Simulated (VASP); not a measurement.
# CsRb2MoF6 (Fm-3m) in VASP: single point with PBEsol

Aim: the single point of CsRb2MoF6 with PBEsol.

All numbers are computed with VASP 6.6.1; they aren't measurements. Logs are shortened: lines on timing, memory, paths and dates and some standing lists are left out, and cuts for length are marked.

## (1) The cell of the first run

The structure is cubic, space group Fm-3m (No. 225). The conventional cell has a = 9.537 Å, b = 9.537 Å, c = 9.537 Å, α = 90.00°, β = 90.00°, γ = 90.00°. Cs (site symmetry m-3m) has 6 F at 2.73 Å within 3.6 Å. Rb (site symmetry -43m) has 12 F at 3.39 Å and 4 Cs at 4.13 Å and 4 Mo at 4.13 Å within 4.5 Å. Mo (site symmetry m-3m) has 6 F at 2.04 Å within 2.7 Å. F (site symmetry 4mm) has 1 Mo at 2.04 Å within 2.7 Å.

## (2) Single point, PBEsol, collinear spin, ferromagnetic start

Input file INCAR:

```
ALGO = Normal ; EDIFF = 1E-6
ENCUT = 520 ; GGA = PS
ISIF = 2 ; ISMEAR = 0
ISPIN = 2 ; LASPH = T
LCHARG = T ; LELF = T
LMAXMIX = 4 ; LORBIT = 11
LREAL = F ; LVHAR = T
LWAVE = F ; MAGMOM = 0 0 0 1.86 0 0 0 0 0 0
NBANDS = 56 ; NELM = 150
PREC = Accurate ; SIGMA = 0.02
```

Input file KPOINTS:

```
k-points
0
Gamma
  6 6 6
```

Input file POSCAR:

```
CsRb2MoF6
1.0
    0.0000000000      4.7686945089      4.7686945089
    4.7686945089      0.0000000000      4.7686945089
    4.7686945089      4.7686945089      0.0000000000
Cs Rb Mo F
1 2 1 6
Direct
    0.5000000000      0.5000000000      0.5000000000
    0.2500000000      0.2500000000      0.2500000000
    0.7500000000      0.7500000000      0.7500000000
    0.0000000000      0.0000000000      0.0000000000
    0.2139529901      0.2139529901      0.7860470099
    0.2139529901      0.7860470099      0.7860470099
    0.7860470099      0.7860470099      0.2139529901
    0.2139529901      0.7860470099      0.2139529901
    0.7860470099      0.2139529901      0.7860470099
    0.7860470099      0.2139529901      0.2139529901
```

Potentials or basis: VASP PAW PBE potentials, release 64 (Cs_sv, Rb_sv, Mo_sv, F).

The run is started by

```
$ cat potpaw_PBE.64/Cs_sv/POTCAR potpaw_PBE.64/Rb_sv/POTCAR potpaw_PBE.64/Mo_sv/POTCAR potpaw_PBE.64/F/POTCAR > POTCAR
$ mpirun -np 1 vasp_std > vasp.out
```

OUTCAR:

```text
EDIFF = 1E-6
   ENCUT = 520
   GGA = PS
   ISIF = 2
   ISMEAR = 0
   ISPIN = 2
   LASPH = T
   LORBIT = 11
   LREAL = F
   NELM = 150
   PREC = Accurate

 ion  position               nearest neighbor table
   1  0.500  0.500  0.500-   2 4.13   2 4.13   2 4.13   2 4.13   3 4.13   3 4.13   3 4.13   3 4.13

   2  0.250  0.250  0.250-   7 3.39   9 3.39  10 3.39   6 3.39   7 3.39   8 3.39   5 3.39   6 3.39
                             9 3.39   5 3.39   8 3.39  10 3.39   1 4.13   4 4.13   4 4.13   4 4.13
   3  0.750  0.750  0.750-   6 3.39   7 3.39   9 3.39   7 3.39   8 3.39  10 3.39   5 3.39   9 3.39
                            10 3.39   5 3.39   6 3.39   8 3.39   4 4.13   1 4.13   1 4.13   4 4.13
   4  0.000  0.000  0.000-   5 2.04   6 2.04   7 2.04   8 2.04   9 2.04  10 2.04   3 4.13   3 4.13
                             2 4.13   3 4.13   3 4.13   2 4.13   2 4.13   2 4.13
   5  0.214  0.214  0.786-   4 2.04   3 3.39   2 3.39   3 3.39   2 3.39
   6  0.214  0.786  0.786-   4 2.04   3 3.39   3 3.39   2 3.39   2 3.39
   7  0.786  0.786  0.214-   4 2.04   3 3.39   3 3.39   2 3.39   2 3.39
   8  0.214  0.786  0.214-   4 2.04   3 3.39   2 3.39   3 3.39   2 3.39
   9  0.786  0.214  0.786-   4 2.04   3 3.39   3 3.39   2 3.39   2 3.39
  10  0.786  0.214  0.214-   4 2.04   3 3.39   2 3.39   3 3.39   2 3.39

  LATTYP: Found a face centered cubic cell.
 ALAT       =     9.5373890178

  Lattice vectors:

 A1 = (   0.0000000000,   4.7686945089,   4.7686945089)
 A2 = (   4.7686945089,   0.0000000000,   4.7686945089)
 A3 = (   4.7686945089,   4.7686945089,   0.0000000000)

Analysis of symmetry for initial positions (statically):
=====================================================================
 Subroutine PRICEL returns:
 Original cell was already a primitive cell.

 Routine SETGRP: Setting up the symmetry group for a
 face centered cubic supercell.

 Subroutine GETGRP returns: Found 48 space group operations
 (whereof 48 operations were pure point group operations)
 out of a pool of 48 trial point group operations.

The static configuration has the point symmetry O_h .

Analysis of symmetry for dynamics (positions and initial velocities):
=====================================================================
 Subroutine PRICEL returns:
 Original cell was already a primitive cell.

 Routine SETGRP: Setting up the symmetry group for a
 face centered cubic supercell.

 Subroutine GETGRP returns: Found 48 space group operations
 (whereof 48 operations were pure point group operations)
 out of a pool of 48 trial point group operations.

The dynamic configuration has the point symmetry O_h .

Analysis of structural, dynamic, and magnetic symmetry:
=====================================================================
 Subroutine PRICEL returns:
 Original cell was already a primitive cell.

 Routine SETGRP: Setting up the symmetry group for a
 face centered cubic supercell.

 Subroutine GETGRP returns: Found 48 space group operations
 (whereof 48 operations were pure point group operations)
 out of a pool of 48 trial point group operations.

The overall configuration has the point symmetry O_h .

 Subroutine INISYM returns: Found 48 space group operations
 (whereof 48 operations are pure point group operations),
 and found     1 'primitive' translations

----------------------------------------------------------------------------------------

                                     Primitive cell

  volume of cell :     216.8845

  direct lattice vectors                    reciprocal lattice vectors
     0.000000000  4.768694509  4.768694509    -0.104850499  0.104850499  0.104850499
     4.768694509  0.000000000  4.768694509     0.104850499 -0.104850499  0.104850499
     4.768694509  4.768694509  0.000000000     0.104850499  0.104850499 -0.104850499

  length of vectors
     6.743952449  6.743952449  6.743952449     0.181606392  0.181606392  0.181606392

  position of ions in fractional coordinates (direct lattice)
     0.500000000  0.500000000  0.500000000
     0.250000000  0.250000000  0.250000000
     0.750000000  0.750000000  0.750000000
     0.000000000  0.000000000  0.000000000
     0.213952990  0.213952990  0.786047010
     0.213952990  0.786047010  0.786047010
     0.786047010  0.786047010  0.213952990
     0.213952990  0.786047010  0.213952990
     0.786047010  0.213952990  0.786047010
     0.786047010  0.213952990  0.213952990

  ion indices of the primitive-cell ions
   primitive index   ion index
[... 70 lines left out ...]
   LASPH  =      T    aspherical Exc in radial PAW
   ENCUT  =  520.0 eV  38.22 Ry    6.18 a.u.  12.54 12.54 12.54*2*pi/ulx,y,z
   NELM   =    150;   NELMIN=  2; NELMDL= -5     # of ELM steps
   EDIFF  = 0.1E-05   stopping-criterion for ELM
   LREAL  =      F    real-space projection
   EDIFFG = 0.1E-04   stopping-criterion for IOM
   NSW    =      0    number of steps for IOM
   IBRION =     -1    ionic relax: 0-MD 1-quasi-New 2-CG
   NFREE  =      0    steps in history (QN), initial steepest desc. (CG)
   ISIF   =      2    stress and relaxation
   ISYM   =      2    0-nonsym 1-usesym 2-fastsym
   POTIM  = 0.5000    time-step for ionic-motion
   TEBEG  =    0.0;   TEEND  =   0.0 temperature during run
   PSTRESS=    0.0 pullay stress
   NELECT =      83.0000    total number of electrons
   NUPDOWN=      -1.0000    fix difference up-down
   EMIN   =  10.00;   EMAX   =-10.00  energy-range for DOS
   EFERMI =   0.00;   METHOD = LEGACY
   ISMEAR =     0;   SIGMA  =   0.02  broadening in eV -4-tet -1-fermi 0-gaus
   EFERMI_NEDOS =   21; number of points for ismear=-14 and -15
   IALGO  =     38    algorithm
   IMIX   =      4    mixing-type and parameters
     AMIX     =   0.40;   BMIX     =  1.00
     AMIX_MAG =   1.60;   BMIX_MAG =  1.00
  volume/ion in A,a.u.               =      21.69       146.36
  Fermi-wavevector in a.u.,A,eV,Ry     =   1.188570  2.246071 19.220926  1.412698
  Thomas-Fermi vector in A             =   2.324696
   LORBIT       =     11    0 simple, 1 ext, 2 COOP (PROOUT), +10 PAW based schemes
   GGA     = PS    functional components
   LHFCALC =     F    Hartree Fock is set to
   AEXX    =    0.0000 exact exchange contribution
   IVDW    =     0    specifies the selected vdW correction
   LEPSILON=     F    determine dielectric tensor
   LRPA    =     F    only Hartree local field effects (RPA)
 spin polarized calculation
 Gauss-broadening in eV      SIGMA  =   0.02
  energy-cutoff  :      520.00
  volume of cell :      216.88
 maximum number of plane-waves:      5874
   NGX = 25   NGY = 25   NGZ = 25

 number of electron      83.0000002 magnetization       2.9999946

 Free energy of the ion-electron system (eV)
  ---------------------------------------------------
  ext. energy  EPLUGINS =         0.00000000
  ---------------------------------------------------
  free energy    TOTEN  =       -51.74886023 eV

  energy without entropy =      -51.74886023  energy(sigma->0) =      -51.74886023

 E-fermi :   2.5735     XC(G=0):  -8.3969

 val. band max:        2.4806024990   @ k =  -0.3333   0.5000   0.1667
 cond. band min:       3.4310804067   @ k =   0.0000   0.0000   0.0000
 fundamental gap:      0.9504779076
 Fermi energy:         2.5735368772

 spin component 1

 k-point     1 :       0.0000    0.0000    0.0000
  band No.  band energies     occupation
      1     -59.5384      1.00000
      2     -33.8540      1.00000
      3     -33.8540      1.00000
      4     -33.8539      1.00000
      5     -25.8981      1.00000
      6     -25.8867      1.00000
[... 885 lines left out ...]
     52       7.3208      0.00000
     53       7.3729      0.00000
 Fermi energy:         2.5735368772

 spin component 2

 k-point     1 :       0.0000    0.0000    0.0000
  band No.  band energies     occupation
      1     -57.8556      1.00000
      2     -32.0482      1.00000
      3     -32.0482      1.00000
      4     -32.0482      1.00000
      5     -25.8974      1.00000
      6     -25.8861      1.00000
[... 885 lines left out ...]
     52       7.3972      0.00000
     53       7.4337      0.00000
 [bands above 53 left out]

------------------------ aborting loop because EDIFF is reached ----------------------------------------

  FORCE on cell =-STRESS in cart. coord.  units (eV):
  Direction    XX          YY          ZZ          XY          YZ          ZX
  --------------------------------------------------------------------------------------
  -------------------------------------------------------------------------------------
  Total        0.0598246      0.0598246      0.0598246      0.0000000      0.0000000      0.0000000
  in kB        0.4419386      0.4419386      0.4419386      0.0000000      0.0000000      0.0000000
  external PRESSURE =       0.4419386 kB  Pullay stress =       0.0000000 kB

 VOLUME and BASIS-vectors are now :
 -----------------------------------------------------------------------------
  energy-cutoff  :      520.00
  volume of cell :      216.88
      direct lattice vectors                 reciprocal lattice vectors
     0.000000000  4.768694509  4.768694509    -0.104850499  0.104850499  0.104850499
     4.768694509  0.000000000  4.768694509     0.104850499 -0.104850499  0.104850499
     4.768694509  4.768694509  0.000000000     0.104850499  0.104850499 -0.104850499

 POSITION                                       TOTAL-FORCE (eV/Angst)
 -----------------------------------------------------------------------------------
      4.76869      4.76869      4.76869         0.000000      0.000000      0.000000
      2.38435      2.38435      2.38435         0.000000      0.000000      0.000000
      7.15304      7.15304      7.15304         0.000000      0.000000      0.000000
      0.00000      0.00000      0.00000        -0.000000      0.000000      0.000000
      4.76869      4.76869      2.04055         0.000000      0.000000      0.044612
      7.49684      4.76869      4.76869        -0.044612      0.000000      0.000000
      4.76869      4.76869      7.49684         0.000000      0.000000     -0.044612
      4.76869      2.04055      4.76869         0.000000      0.044612      0.000000
      4.76869      7.49684      4.76869         0.000000     -0.044612      0.000000
      2.04055      4.76869      4.76869         0.044612      0.000000      0.000000
 -----------------------------------------------------------------------------------
    total drift:                               -0.000000     -0.000000      0.000000

  FREE ENERGIE OF THE ION-ELECTRON SYSTEM (eV)
  ---------------------------------------------------
  free  energy   TOTEN  =       -51.7488602269 eV

  energy  without entropy=      -51.7488602269  energy(sigma->0) =      -51.74886023

 total charge

# of ion       s       p       d       tot
------------------------------------------
    1        1.849   4.715   0.060   6.623
    2        1.929   5.356   0.008   7.293
    3        1.929   5.356   0.008   7.293
    4        2.222   6.167   3.791  12.180
    5        1.733   4.341   0.000   6.074
    6        1.733   4.341   0.000   6.074
    7        1.733   4.341   0.000   6.074
    8        1.733   4.341   0.000   6.074
    9        1.733   4.341   0.000   6.074
   10        1.733   4.341   0.000   6.074
--------------------------------------------------
tot         18.327  47.638   3.867  69.832

 magnetization (x)

# of ion       s       p       d       tot
------------------------------------------
    1       -0.001  -0.002   0.002  -0.000
    2        0.000  -0.000   0.001   0.001
    3        0.000  -0.000   0.001   0.001
    4        0.018   0.018   2.478   2.514
    5       -0.000   0.034   0.000   0.034
    6       -0.000   0.034   0.000   0.034
    7       -0.000   0.034   0.000   0.034
    8       -0.000   0.034   0.000   0.034
    9       -0.000   0.034   0.000   0.034
   10       -0.000   0.034   0.000   0.034
--------------------------------------------------
tot          0.017   0.219   2.482   2.718
```

It took 8.7 min on 1 thread of Intel Xeon 6975P-C, shared host; peak memory 0.63 GiB.

Results:

| Property | Result |
| --- | --- |
| Free energy | -51.7489 eV |
| Pressure | 0.0 GPa |
| Largest force | 0.045 eV/Å |
| Band gap on the k mesh | 0.95 eV, indirect (least direct gap 1.08 eV) |
| Net moment | 3.00 μB per cell |
| Site moments | Cs -0.00; Rb +0.00; Mo +2.51; F +0.03 μB |
| Valence electrons inside the program's atomic spheres | Cs 6.62; Rb 7.29; Mo 12.18; F 6.07 |

Forces in eV/Å, atoms in the order of the input:
```
Cs   0.000  0.000  0.000
Rb   0.000  0.000  0.000
Rb   0.000  0.000  0.000
Mo   0.000  0.000  0.000
F    0.000  0.000  0.045
F   -0.045  0.000  0.000
F    0.000  0.000 -0.045
F    0.000  0.045  0.000
F    0.000 -0.045  0.000
F    0.045  0.000  0.000
```

Caveat: the PAW data sets were made with another functional, which shifts forces and pressure a little; spin-orbit coupling is left out, which moves the levels of the heavy elements.
